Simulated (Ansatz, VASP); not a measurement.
**Two plane-wave programs on NbP**

```
CELL_PARAMETERS angstrom
3.05731 0.00000 0.00000
0.00000 3.05731 0.00000
0.00000 0.00000 3.05731
ATOMIC_POSITIONS crystal
Nb 0.00000 0.00000 0.00000
P 0.50000 0.50000 0.50000
```

Change from the starting cell: volume scaled by 0.95, PAW files.

Alike in both runs: task single point; functional PBE; k mesh 13 × 13 × 13; occupations fermi-dirac, width 0.1 eV; no spin polarisation.

|  | VASP | Ansatz |
| --- | --- | --- |
| version | VASP 6.6.1 | Ansatz 0.2.0 |
| potentials or method | VASP PAW PBE potentials, release 64 (Nb_sv, P) | PAW with Ansatz's default frozen-core files, scalar-relativistic |
| plane-wave cutoff (eV) | 520 | 420 |
| valence electrons in the cell | 18 | 18 |

VASP gave:

```
pressure (GPa) : 10.5
```

Problem. Estimate Ansatz's values.

Solution. Pressure (GPa): 10.9.
